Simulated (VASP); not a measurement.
# Si8O15 (a cell with a defect) in VASP: notebook, part 2 of 2

VASP 6.6.1. Earlier steps stand in the parts before.

### Step 3. Single point, PBE+D3(BJ)

File INCAR:

```
SYSTEM = Si8O15
PREC = Accurate
ENCUT = 520
EDIFF = 1E-6
ISMEAR = 0
SIGMA = 0.02
LREAL = Auto
LASPH = .True.
NELM = 80
ALGO = Normal
ISIF = 2
LWAVE = .False.
LCHARG = .False.
GGA = PE
IVDW = 12
NBANDS = 78
NELECT = 120.0
```

File KPOINTS:

```
regular mesh
0
Gamma
  2 2 2
  0 0 0
```

File POSCAR:

```
Si8O15
1.0
   -4.1929000000     -4.1929000000      0.0000000000
    4.1929000000     -4.1929000000      0.0000000000
    0.0000000000      0.0000000000      5.3408000000
Si O
8 15
Direct
    0.5385897589      0.5000000000      0.0000000000
   -0.0214949081      0.5000000000      0.2726625225
    0.4800934914      0.5000000000      0.5000000000
   -0.0214949081      0.5000000000      0.7273374775
    0.0046144673      0.0000000000      0.0000000000
    0.5015819600      0.0000000000      0.2477282430
    0.0090483913      0.0000000000      0.5000000000
    0.5015819600      0.0000000000      0.7522717570
   -0.1658145913      0.5000000000      0.0000000000
    0.0075415583      0.2027176894      0.2466259736
    0.0075415583      0.7972823106      0.2466259736
    0.1835457559      0.5000000000      0.5000000000
    0.0075415583      0.2027176894      0.7533740264
    0.7854267929      0.5000000000      0.5000000000
    0.0075415583      0.7972823106      0.7533740264
    0.6988704715      0.0000000000      0.0000000000
    0.4910563095      0.6891812349      0.2415033328
    0.3062450810      0.0000000000      0.0000000000
    0.4910563095      0.3108187651      0.2415033328
    0.7001044623      0.0000000000      0.5000000000
    0.4910563095      0.6891812349      0.7584966672
    0.3100102554      0.0000000000      0.5000000000
    0.4910563095      0.3108187651      0.7584966672
```

Potentials or basis: VASP PAW PBE potentials, release 64 (Si, O).

Command:

```sh
$ cat potpaw_PBE.64/Si/POTCAR potpaw_PBE.64/O/POTCAR > POTCAR
$ mpirun -np 1 vasp_std > vasp.out
```

OUTCAR:

```text
SYSTEM = Si8O15
   PREC = Accurate
   ENCUT = 520
   EDIFF = 1E-6
   ISMEAR = 0
   LREAL = Auto
   LASPH = .True.
   NELM = 80
   ISIF = 2
   GGA = PE
   IVDW = 12
   NELECT = 120.0
 IVDW          = 12

 ion  position               nearest neighbor table
   1  0.539  0.500  0.000-  17 1.73  19 1.73  21 1.73  23 1.73   9 1.75   3 2.69   3 2.69   2 2.99
                             4 2.99
   2  0.979  0.500  0.273-  14 1.67   9 1.69  12 1.72  10 1.78  11 1.78   4 2.43   4 2.91   1 2.99

[... 856 lines left out ...]
  Total     -27.85008   -27.85008   -12.23863     7.49322     0.00000     0.00000
  in kB    -237.61381  -237.61381  -104.41869    63.93133     0.00000     0.00000
  external pressure =     -193.22 kB  Pullay stress =        0.00 kB

 VOLUME and BASIS-vectors are now :
 -----------------------------------------------------------------------------
  energy-cutoff  :      520.00
  volume of cell :      187.79
      direct lattice vectors                 reciprocal lattice vectors
    -4.192900000 -4.192900000  0.000000000    -0.119249207 -0.119249207  0.000000000
     4.192900000 -4.192900000  0.000000000     0.119249207 -0.119249207  0.000000000
     0.000000000  0.000000000  5.340800000     0.000000000  0.000000000  0.187237867

 POSITION                                       TOTAL-FORCE (eV/Angst)
 -----------------------------------------------------------------------------------
     -0.16180     -4.35470      0.00000        -0.010423     -0.010423      0.000000
     -2.00632     -6.19922      1.45624        -0.007829     -0.007829     -0.042983
      0.08347     -4.10943      2.67040        -0.000241     -0.000241      0.000000
     -2.00632     -6.19922      3.88456        -0.007829     -0.007829      0.042983
     -0.01935     -0.01935      0.00000        -0.002525     -0.002525      0.000000
     -2.10308     -2.10308      1.32307         0.008904      0.008904      0.001373
[... 15 lines left out ...]
     -1.29984     -1.29984      2.67040         0.006389      0.006389      0.000000
     -0.75572     -3.36218      4.05098        -0.019451      0.014597     -0.002457
 -----------------------------------------------------------------------------------
    total drift:                                0.003668      0.003668     -0.000000

  FREE ENERGIE OF THE ION-ELECTRON SYSTEM (eV)
  ---------------------------------------------------
  free  energy   TOTEN  =      -198.3064855003 eV

  energy  without entropy=     -198.3064855003  energy(sigma->0) =     -198.30648550
```

It took 8 min on 1 thread of AMD EPYC 7R13, shared host; peak memory 0.28 GiB.

Results:

```yaml
Free_energy: -198.3065 eV
Largest_force: 0.074 eV/Å
Dispersion_energy_per_atom: -0.236 eV
```

Forces on the atoms (eV/Å):
```
Si  -0.010 -0.010  0.000
Si  -0.008 -0.008 -0.043
Si   0.000  0.000  0.000
Si  -0.008 -0.008  0.043
Si  -0.003 -0.003  0.000
Si   0.009  0.009  0.001
Si  -0.010 -0.010  0.000
Si   0.009  0.009 -0.001
O    0.007  0.007  0.000
O    0.009 -0.003 -0.005
O   -0.003  0.009 -0.005
O   -0.034 -0.034  0.000
O    0.009 -0.003  0.005
O    0.052  0.052  0.000
O   -0.003  0.009  0.005
O   -0.017 -0.017  0.000
O    0.015 -0.019  0.002
O    0.014  0.014  0.000
O   -0.019  0.015  0.002
O   -0.011 -0.011  0.000
O    0.015 -0.019 -0.002
O    0.006  0.006  0.000
O   -0.019  0.015 -0.002
```

Levels at points of the mesh, in eV from the Fermi level:
| k point | band 58 | band 59 | band 60 | band 61 | band 62 | band 63 |
| --- | --- | --- | --- | --- | --- | --- |
| (0.00, 0.00, 0.00) | -1.32 | -0.90 | -0.14 | 1.90 | 5.71 | 5.80 |
| (0.50, 0.00, 0.00) | -1.32 | -0.79 | -0.54 | 2.26 | 5.49 | 5.77 |
| (0.00, 0.50, 0.00) | -1.61 | -1.11 | -0.82 | 2.69 | 6.06 | 6.52 |
| (0.50, 0.50, 0.00) | -1.24 | -1.14 | -0.97 | 2.61 | 5.91 | 6.62 |
| (0.00, 0.00, 0.50) | -1.14 | -0.76 | -0.66 | 2.97 | 4.42 | 6.48 |
| (0.50, 0.00, 0.50) | -0.85 | -0.76 | -0.63 | 2.86 | 4.44 | 6.32 |
| (0.00, 0.50, 0.50) | -1.08 | -1.01 | -0.72 | 3.21 | 5.34 | 6.90 |
| (0.50, 0.50, 0.50) | -1.24 | -1.18 | -1.14 | 3.28 | 5.24 | 6.49 |

Caveat: the k points lie up to 0.59 Å⁻¹ apart; the cell carries a net charge on a neutralising background, which shifts energy and pressure; the cell is charged against a uniform background, so pressure and absolute levels hang on convention.

### Step 4. Single point, PBE+D3(BJ)

Changes to INCAR since step 3:

```diff
@@ -3,3 +3,3 @@
 ENCUT = 520
-EDIFF = 1E-6
+EDIFF = 1E-7
 ISMEAR = 0
@@ -8,3 +8,3 @@
 LASPH = .True.
-NELM = 80
+NELM = 60
 ALGO = Normal
```

KPOINTS is that of step 3.

File POSCAR:

```
Si8O15
1.0
   -4.1929000000     -4.1929000000      0.0000000000
    4.1929000000     -4.1929000000      0.0000000000
    0.0000000000      0.0000000000      5.3408000000
Si O
8 15
Direct
    0.4779294760      0.5011141453      0.0010706261
    0.0060009778      0.5010876720      0.2803072573
    0.5054219037      0.5011048439      0.5010715623
    0.0059867872      0.5011049632      0.7218309991
    0.0017379379      0.0011071096      0.0010754943
    0.5024413890      0.0010967350      0.2495380842
   -0.0006559899      0.0011046054      0.5010747454
    0.5024390040      0.0011105679      0.7526063511
    0.0875538410      0.5011394262      0.0010618259
   -0.0021601994      0.1991513034      0.2562784602
   -0.0021623459      0.8030808033      0.2562838901
    0.2063609912      0.5011137876      0.5010764305
   -0.0021660426      0.1991528536      0.7458672858
    0.8013717236      0.5011179613      0.5010622004
   -0.0021687853      0.8030788953      0.7458633538
    0.6972267404      0.0011209425      0.0010723113
    0.5031078728      0.6891504686      0.2404184766
    0.3062372105      0.0011166496      0.0010698772
    0.5031067996      0.3130846192      0.2404139829
    0.6920476281      0.0011234468      0.5010702516
    0.5031165780      0.6891477259      0.7617248352
    0.3093003649      0.0011234468      0.5010724985
    0.5031145508      0.3130825920      0.7617267076
```

Potentials or basis: VASP PAW PBE potentials, release 64 (Si, O).

Command:

```sh
$ cat potpaw_PBE.64/Si/POTCAR potpaw_PBE.64/O/POTCAR > POTCAR
$ mpirun -np 1 vasp_std > vasp.out
```

OUTCAR:

```text
SYSTEM = Si8O15
   PREC = Accurate
   ENCUT = 520
   EDIFF = 1E-7
   ISMEAR = 0
   LREAL = Auto
   LASPH = .True.
   NELM = 60
   ISIF = 2
   GGA = PE
   IVDW = 12
   NELECT = 120.0
 IVDW          = 12

 ion  position               nearest neighbor table
   1  0.478  0.501  0.001-  19 1.70  23 1.70  21 1.70  17 1.70   9 2.31   3 2.68   3 2.68
   2  0.006  0.501  0.280-   9 1.57  12 1.67  14 1.69  10 1.80  11 1.80   4 2.36   4 2.98
   3  0.505  0.501  0.501-  14 1.75  12 1.77  23 1.78  19 1.78  21 1.78  17 1.78   1 2.68   1 2.68

   4  0.006  0.501  0.722-   9 1.57  12 1.67  14 1.69  13 1.80  15 1.80   2 2.36   2 2.98
   5  0.002  0.001  0.001-  11 1.80  15 1.80  10 1.80  13 1.80  18 1.81  16 1.81   7 2.67   7 2.67
[... 8 lines left out ...]
  10  0.998  0.199  0.256-   7 1.76   2 1.80   5 1.80
  11  0.998  0.803  0.256-   7 1.76   2 1.80   5 1.80
  12  0.206  0.501  0.501-   2 1.67   4 1.67   3 1.77
  13  0.998  0.199  0.746-   7 1.76   4 1.80   5 1.80
  14  0.801  0.501  0.501-   4 1.69   2 1.69   3 1.75
  15  0.998  0.803  0.746-   7 1.76   4 1.80   5 1.80
  16  0.697  0.001  0.001-   6 1.76   8 1.76   5 1.81
  17  0.503  0.689  0.240-   1 1.70   3 1.78   6 1.85
  18  0.306  0.001  0.001-   8 1.76   6 1.76   5 1.81
  19  0.503  0.313  0.240-   1 1.70   3 1.78   6 1.85
  20  0.692  0.001  0.501-   6 1.75   8 1.75   7 1.82
  21  0.503  0.689  0.762-   1 1.70   3 1.78   8 1.85
  22  0.309  0.001  0.501-   8 1.77   6 1.77   7 1.84
  23  0.503  0.313  0.762-   1 1.70   3 1.78   8 1.85

  LATTYP: Found a simple tetragonal cell.
 ALAT       =     5.9296560457
 C/A-ratio  =     0.9006930518

  Lattice vectors:

 A1 = (  -4.1929000000,  -4.1929000000,   0.0000000000)
 A2 = (   4.1929000000,  -4.1929000000,   0.0000000000)
 A3 = (   0.0000000000,   0.0000000000,   5.3408000000)

Analysis of symmetry for initial positions (statically):
=====================================================================
 Subroutine PRICEL returns:
 Original cell was already a primitive cell.

 Routine SETGRP: Setting up the symmetry group for a
 simple tetragonal supercell.

 Subroutine GETGRP returns: Found  1 space group operations
 (whereof  1 operations were pure point group operations)
 out of a pool of 16 trial point group operations.

The static configuration has the point symmetry C_1 .

Analysis of symmetry for dynamics (positions and initial velocities):
=====================================================================
 Subroutine PRICEL returns:
 Original cell was already a primitive cell.

 Routine SETGRP: Setting up the symmetry group for a
 simple tetragonal supercell.

 Subroutine GETGRP returns: Found  1 space group operations
 (whereof  1 operations were pure point group operations)
 out of a pool of 16 trial point group operations.

The dynamic configuration has the point symmetry C_1 .

 Subroutine INISYM returns: Found  1 space group operations
 (whereof  1 operations are pure point group operations),
 and found     1 'primitive' translations

----------------------------------------------------------------------------------------
[... 92 lines left out ...]
  0.000000  0.000000  0.000000      1.000000
  0.500000  0.000000  0.000000      1.000000
  0.000000  0.500000  0.000000      1.000000
  0.500000  0.500000  0.000000      1.000000
  0.000000  0.000000  0.500000      1.000000
  0.500000  0.000000  0.500000      1.000000
  0.000000  0.500000  0.500000      1.000000
  0.500000  0.500000  0.500000      1.000000
   k-points           NKPTS =      8   k-points in BZ     NKDIM =      8   number of bands    NBANDS=     78
   number of dos      NEDOS =    301   number of ions     NIONS =     23
   total plane-waves  NPLWV =  92160
   dimension x,y,z NGX =    48 NGY =   48 NGZ =   40
   dimension x,y,z NGXF=    96 NGYF=   96 NGZF=   80
   ions per type =               8  15
   NGX,Y,Z   is equivalent  to a cutoff of  13.46, 13.46, 12.45 a.u.
   NGXF,Y,Z  is equivalent  to a cutoff of  26.91, 26.91, 24.90 a.u.
 SYSTEM =  Si8O15
   PREC   = accura    normal or accurate (medium, high low for compatibility)
   ISTART =      0    job   : 0-new  1-cont  2-samecut
   ICHARG =      2    charge: 1-file 2-atom 10-const
   ISPIN  =      1    spin polarized calculation?
   LNONCOLLINEAR =      F non collinear calculations
   LSORBIT =      F    spin-orbit coupling
   LASPH  =      T    aspherical Exc in radial PAW
   ENCUT  =  520.0 eV  38.22 Ry    6.18 a.u.  11.03 11.03  9.93*2*pi/ulx,y,z
   NELM   =     60;   NELMIN=  2; NELMDL= -5     # of ELM steps
   EDIFF  = 0.1E-06   stopping-criterion for ELM
   LREAL  =      T    real-space projection
   EDIFFG = 0.1E-05   stopping-criterion for IOM
   NSW    =      0    number of steps for IOM
   IBRION =     -1    ionic relax: 0-MD 1-quasi-New 2-CG
   NFREE  =      0    steps in history (QN), initial steepest desc. (CG)
   ISIF   =      2    stress and relaxation
   ISYM   =      2    0-nonsym 1-usesym 2-fastsym
   POTIM  = 0.5000    time-step for ionic-motion
   TEBEG  =    0.0;   TEEND  =   0.0 temperature during run
   PSTRESS=    0.0 pullay stress
   NELECT =     120.0000    total number of electrons
   NUPDOWN=      -1.0000    fix difference up-down
   EMIN   =  10.00;   EMAX   =-10.00  energy-range for DOS
   EFERMI =   0.00;   METHOD = LEGACY
   ISMEAR =     0;   SIGMA  =   0.02  broadening in eV -4-tet -1-fermi 0-gaus
   EFERMI_NEDOS =   21; number of points for ismear=-14 and -15
   IALGO  =     38    algorithm
   IMIX   =      4    mixing-type and parameters
     AMIX     =   0.40;   BMIX     =  1.00
     AMIX_MAG =   1.60;   BMIX_MAG =  1.00
  volume/ion in A,a.u.               =       8.16        55.10
  Fermi-wavevector in a.u.,A,eV,Ry     =   1.410090  2.664684 27.053193  1.988354
  Thomas-Fermi vector in A             =   2.532079
   LORBIT       =      0    0 simple, 1 ext, 2 COOP (PROOUT), +10 PAW based schemes
   GGA     = PE    functional components
   LHFCALC =     F    Hartree Fock is set to
   AEXX    =    0.0000 exact exchange contribution
   IVDW    =    12    specifies the selected vdW correction
   LEPSILON=     F    determine dielectric tensor
   LRPA    =     F    only Hartree local field effects (RPA)
 non-spin polarized calculation
 Gauss-broadening in eV      SIGMA  =   0.02
  energy-cutoff  :      520.00
  volume of cell :      187.79
 maximum number of plane-waves:      5080
 NGX is ok and might be reduce to    48
   NGX = 23   NGY = 23   NGZ = 19

 number of electron     119.9999958 magnetization

 Free energy of the ion-electron system (eV)
  ---------------------------------------------------
  ext. energy  EPLUGINS =         0.00000000
  ---------------------------------------------------
  free energy    TOTEN  =      -191.53200531 eV

  energy without entropy =     -191.53200531  energy(sigma->0) =     -191.53200531

 E-fermi :   7.7495     XC(G=0): -11.8434

 val. band max:        7.5990012296   @ k =   0.0000   0.0000   0.0000
 cond. band min:      10.2491670242   @ k =   0.0000   0.0000   0.0000
 fundamental gap:      2.6501657945
 Fermi energy:         7.7495384115

 k-point     1 :       0.0000    0.0000    0.0000
  band No.  band energies     occupation
      1     -14.9120      2.00000
      2     -13.4657      2.00000
      3     -13.0547      2.00000
      4     -12.5432      2.00000
      5     -12.3693      2.00000
      6     -12.3233      2.00000
[... 589 lines left out ...]
     71      17.2195      0.00000
     72      17.5438      0.00000
 [bands above 72 left out]

------------------------ aborting loop because EDIFF is reached ----------------------------------------

 Edisp (eV)   -5.43605

 E8    (eV) :    -1.8838

  FORCE on cell =-STRESS in cart. coord.  units (eV):
  Direction    XX          YY          ZZ          XY          YZ          ZX
  --------------------------------------------------------------------------------------
  -------------------------------------------------------------------------------------
  Total     -22.46067   -22.46710    -3.55745     2.89562    -0.00016     0.00226
  in kB    -191.63197  -191.68681   -30.35174    24.70508    -0.00139     0.01925
  external pressure =     -137.89 kB  Pullay stress =        0.00 kB

 VOLUME and BASIS-vectors are now :
 -----------------------------------------------------------------------------
  energy-cutoff  :      520.00
  volume of cell :      187.79
      direct lattice vectors                 reciprocal lattice vectors
    -4.192900000 -4.192900000  0.000000000    -0.119249207 -0.119249207  0.000000000
     4.192900000 -4.192900000  0.000000000     0.119249207 -0.119249207  0.000000000
     0.000000000  0.000000000  5.340800000     0.000000000  0.000000000  0.187237867

 POSITION                                       TOTAL-FORCE (eV/Angst)
 -----------------------------------------------------------------------------------
      0.09721     -4.10503      0.00572         0.725205      0.723160      0.000858
      2.07585     -2.12617      1.49706         0.067645      0.066922     -0.274874
     -0.01810     -4.22027      2.67612         0.071766      0.071696     -0.000780
      2.07598     -2.12619      3.85515         0.067296      0.067552      0.273164
     -0.00264     -0.01193      0.00574         0.080931      0.080257     -0.000430
     -2.10209     -2.11129      1.33273         0.062001      0.060964      0.001726
[... 15 lines left out ...]
     -1.29215     -1.30158      2.67613         0.156320      0.154875      0.002675
     -0.79679     -3.42223      4.06823        -0.025195      0.049999     -0.028989
 -----------------------------------------------------------------------------------
    total drift:                                0.021040     -0.002205      0.020651

  FREE ENERGIE OF THE ION-ELECTRON SYSTEM (eV)
  ---------------------------------------------------
  free  energy   TOTEN  =      -196.9680591878 eV

  energy  without entropy=     -196.9680591878  energy(sigma->0) =     -196.96805919
```

It took 8 min on 1 thread of AMD EPYC 7R13, shared host; peak memory 0.28 GiB.

What came out:

```
Free energy                : -196.9681 eV
Largest force              : 3.170 eV/Å
Dispersion energy per atom : -0.236 eV
```

Forces on the atoms (eV/Å):
```
Si   0.725  0.723  0.001
Si   0.068  0.067 -0.275
Si   0.072  0.072 -0.001
Si   0.067  0.068  0.273
Si   0.081  0.080  0.000
Si   0.062  0.061  0.002
Si   0.149  0.146  0.001
Si   0.061  0.062  0.000
O   -2.243 -2.241  0.005
O    0.212  0.107 -0.104
O    0.106  0.215 -0.104
O   -0.028 -0.031  0.001
O    0.214  0.107  0.101
O   -0.047 -0.046 -0.001
O    0.107  0.214  0.101
O    0.046  0.046 -0.001
O    0.049 -0.025  0.029
O    0.100  0.102  0.000
O   -0.025  0.050  0.029
O    0.042  0.044  0.001
O    0.050 -0.026 -0.031
O    0.156  0.155  0.003
O   -0.025  0.050 -0.029
```

Levels at points of the mesh, in eV from the Fermi level:
```
           k point  band 58  band 59  band 60  band 61  band 62  band 63
(0.00, 0.00, 0.00)    -1.11    -0.87    -0.15     2.50     5.19     5.77
(0.50, 0.00, 0.00)    -1.06    -0.96    -0.44     3.02     4.57     6.54
(0.00, 0.50, 0.00)    -1.46    -0.82    -0.59     3.03     5.40     6.03
(0.50, 0.50, 0.00)    -1.14    -1.12    -0.86     3.17     4.79     7.18
(0.00, 0.00, 0.50)    -1.10    -0.68    -0.60     3.54     5.10     5.55
(0.50, 0.00, 0.50)    -0.82    -0.75    -0.70     3.58     4.99     5.20
(0.00, 0.50, 0.50)    -0.92    -0.81    -0.60     3.50     5.47     5.61
(0.50, 0.50, 0.50)    -1.20    -1.15    -1.00     3.67     5.15     5.43
```

Caveat: the k points lie up to 0.59 Å⁻¹ apart; the cell carries a net charge on a neutralising background, which shifts energy and pressure; the cell is charged against a uniform background, so pressure and absolute levels hang on convention.
